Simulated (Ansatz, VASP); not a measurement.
# Ti2C3 in VASP and in Ansatz

```
CELL_PARAMETERS angstrom
3.34921 0.00000 0.00000
-1.67460 2.90050 0.00000
0.00000 0.00000 5.21082
ATOMIC_POSITIONS crystal
Ti 0.33333 0.66667 0.24500
Ti 0.66667 0.33333 0.75500
C 0.00000 0.00000 0.00000
C 0.33333 0.66667 0.64500
C 0.66667 0.33333 0.35500
```

Alike in both runs: task relaxation of cell and atoms; functional r2SCAN; k mesh 6 × 6 × 4; occupations gaussian, width 0.1 eV; no spin polarisation.

|  | VASP | Ansatz |
| --- | --- | --- |
| version | VASP 6.6.1 | Ansatz 0.2.0 |
| potentials or method | VASP PAW PBE potentials, release 64 (Ti_sv, C), cutoff 600 eV | scalar-relativistic, plane waves, PAW |
| valence electrons in the cell | 36 | 36 |

VASP gave:

```
gap on the k mesh at the Fermi level, each at its own relaxed structure (eV) : none
relaxed volume (Å³/atom)                                                     : 9.08
relaxed length of the cell vector where the two differ most in proportion (Å)              : 2.876
```

Question: Estimate Ansatz's values.

Answer: gap on the k mesh at the Fermi level, each at its own relaxed structure (eV): none; relaxed volume (Å³/atom): 9.04; relaxed length of the cell vector where the two differ most in proportion (Å): 2.872.

VASP's potentials were made for PBE, not for r2SCAN. A gap of «none» marks a metal or a gap that the smearing closes.

The k mesh is coarse, so the values compare programs but aren't converged.
